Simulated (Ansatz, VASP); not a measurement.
**Ge3Pd: VASP beside Ansatz**

```
CELL_PARAMETERS angstrom
5.47089 0.00000 0.00000
-2.73544 4.73793 0.00000
0.00000 0.00000 2.85501
ATOMIC_POSITIONS crystal
Ge 0.40139 0.00000 0.50000
Ge 0.00000 0.40139 0.50000
Ge 0.59861 0.59861 0.50000
Pd 0.00000 0.00000 0.00000
```

Alike in both runs: functional PBE; k mesh 6 × 6 × 6; occupations gaussian, width 0.1 eV; no spin polarisation.

Ansatz relaxed the structure, and its values are those at the end. VASP's run is a single point on that final structure, the one shown.

|  | VASP | Ansatz |
| --- | --- | --- |
| version | VASP 6.6.1 | Ansatz 0.2.0 |
| potentials or method | VASP PAW PBE potentials, release 64 (Ge_d, Pd), cutoff 520 eV | scalar-relativistic, plane waves, PAW |
| valence electrons in the cell | 52 | 60 |

Ansatz gave:

```
gap on the k mesh at the Fermi level (eV) : none
pressure (GPa)                            : 0.0
rms of the force components (eV/Å)        : 0.001
```

Task: Which values does VASP return?

Result: gap on the k mesh at the Fermi level (eV): none; pressure (GPa): 0.1; rms of the force components (eV/Å): 0.006.

A gap of «none» marks a metal or a gap that the smearing closes. VASP's potentials hold 52 valence electrons a cell and Ansatz's 60, so a difference there can come from the potentials and not from the codes.

The k mesh is coarse, so the values compare programs but aren't converged.
